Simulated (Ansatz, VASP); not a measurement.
One calculation of CsH2, two programs

```
CELL_PARAMETERS angstrom
-2.64614 2.64614 4.59320
2.64614 -2.64614 4.59320
2.64614 2.64614 -4.59320
ATOMIC_POSITIONS crystal
Cs 0.00000 0.00000 0.00000
H 0.54156 0.54156 0.00000
H 0.45844 0.45844 0.00000
```

Change from the starting cell: species swapped into the Mg2Rh type (I4/mmm, No. 139).

Alike in both runs: functional PBE; k mesh 12 × 12 × 12; occupations gaussian, width 0.1 eV; no spin polarisation.

Ansatz relaxed the structure, and its values are those at the end. VASP's run is a single point on that final structure, the one shown.

```csv
,VASP,Ansatz
version,VASP 6.6.1,Ansatz 0.2.0
potentials or method,"VASP PAW PBE potentials, release 64 (Cs_sv, H), cutoff 520 eV","scalar-relativistic, plane waves, PAW"
valence electrons in the cell,11,11
```

```csv
,VASP,Ansatz,Ansatz less VASP
gap on the k mesh at the Fermi level (eV),none,none,-
pressure (GPa),0.0,0.0,+0.04
```

A gap of «none» marks a metal or a gap that the smearing closes. The functional is the same, so the differences come from potentials, cutoffs and numerics.

Spin-orbit coupling is off throughout.
